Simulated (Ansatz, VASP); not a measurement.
# Two plane-wave programs on AlN

```
CELL_PARAMETERS angstrom
4.36980 0.00000 0.00000
0.00000 2.18490 -2.18490
0.00000 8.67602 8.67602
ATOMIC_POSITIONS crystal
Al 0.00000 0.00000 0.18886
Al 0.50000 0.50000 0.31478
Al 0.00000 0.00000 0.44069
Al 0.50000 0.50000 0.56661
Al 0.00000 0.00000 0.69253
Al 0.50000 0.50000 0.06295
N 0.75000 0.00000 0.31478
N 0.25000 0.50000 0.44069
N 0.75000 0.00000 0.56661
N 0.25000 0.50000 0.69253
N 0.75000 0.00000 0.06295
N 0.25000 0.50000 0.18886
```

Alike in both runs: task single point; functional r2SCAN; k mesh 5 × 7 × 3; occupations gaussian, width 0.05 eV; no spin polarisation.

|  | VASP | Ansatz |
| --- | --- | --- |
| version | VASP 6.6.1 | Ansatz 0.2.0 |
| potentials or method | VASP PAW PBE potentials, release 64 (Al, N), cutoff 520 eV | scalar-relativistic, plane waves, PAW |
| valence electrons in the cell | 48 | 48 |

|  | VASP | Ansatz | Ansatz less VASP |
| --- | --- | --- | --- |
| gap on the k mesh at the Fermi level (eV) | 1.68 | 1.69 | +0.008 |
| least direct gap on the mesh (eV) | 1.97 | 1.97 | +0.005 |
| pressure (GPa) | -5.1 | -4.8 | +0.24 |
| traceless stress, the component that is largest in VASP (GPa) | -2.51 | -2.51 | +0.003 |
| rms of the force components (eV/Å) | 0.943 | 0.940 | -0.0024 |

VASP's potentials were made for PBE, not for r2SCAN. Atom by atom the forces differ by 0.006 eV/Å (rms over components). The functional is the same, so the differences come from potentials, cutoffs and numerics.
